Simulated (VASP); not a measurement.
HBr: single point with PBEsol

Crystal: HBr.

```
CELL_PARAMETERS angstrom
0.00000 2.61786 2.81420
2.57840 0.00000 2.81420
2.57840 2.61786 0.00000
ATOMIC_POSITIONS crystal
H 0.00000 0.00000 0.00000
Br 0.50000 0.50000 0.50000
```

This cell differs from its parent crystal: volume scaled by 0.8.

```yaml
Program: VASP 6.6.1
Task: single point
Functional: PBEsol
Potentials_or_basis: VASP PAW PBE potentials, release 64 (H, Br)
Cutoff: 520 eV
k_mesh: 9 × 9 × 9
Occupations: fermi-dirac, width 0.03 eV
Spin: no spin polarisation
Dipole_correction: no
Further_INCAR_settings: ALGO = Normal; EDIFF = 1e-07; NBANDS = 11
```

| Item | Value |
| --- | --- |
| Pressure | -8.6 GPa |
| Band gap on the k mesh | zero (band 4 reaches -0.43 eV, above the bottom of band 5 at -1.23 eV) |

Stress tensor (GPa, compression positive):
```
-11.33   0.00   0.00
  0.00  -9.74   0.00
  0.00   0.00  -4.59
```

Levels at points of the mesh, in eV from the Fermi level:
| k point | band 1 | band 2 | band 3 | band 4 | band 5 | band 6 | band 7 | band 8 | band 9 |
| --- | --- | --- | --- | --- | --- | --- | --- | --- | --- |
| (0.00, 0.00, 0.00) | -14.09 | -0.50 | -0.04 | 0.00 | 0.09 | 10.86 | 10.90 | 11.52 | 11.64 |

It took 44 s on 1 thread of Intel(R) Xeon(R) Platinum 8488C (Sapphire Rapids) (shared host), peak memory 0.19 GiB.

Caveat: the PAW data sets were made with another functional, which shifts forces and pressure a little.
